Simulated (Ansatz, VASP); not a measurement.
**Si2Br in VASP and in Ansatz**

```xyz
3
Lattice="3.9916 0.0000 0.0000 -1.9958 3.4568 0.0000 0.0000 0.0000 4.9537" Properties=species:S:1:pos:R:3 pbc="T T T"
Si    0.0000    2.3046    2.4768
Si    1.9958    1.1523    2.4768
Br    0.0000    0.0000    0.0000
```

Alike in both runs: task relaxation of cell and atoms; functional PBE; k mesh 12 × 12 × 10; occupations gaussian, width 0.1 eV; no spin polarisation.

|  | VASP | Ansatz |
| --- | --- | --- |
| version | VASP 6.6.1 | Ansatz 0.2.0 |
| potentials or method | VASP PAW PBE potentials, release 64 (Si, Br), cutoff 600 eV | scalar-relativistic, plane waves, PAW |
| valence electrons in the cell | 15 | 15 |

```csv
,VASP,Ansatz,Ansatz less VASP
"gap on the k mesh at the Fermi level, each at its own relaxed structure (eV)",none,none,-
relaxed volume (Å³/atom),22.78,22.78,0.000
relaxed cell length with the largest relative difference (Å),3.992,3.992,0.0000
```

A gap of «none» marks a metal or a gap that the smearing closes.

Noted on VASP's run: the relaxation stopped at its first step, so nothing moved.
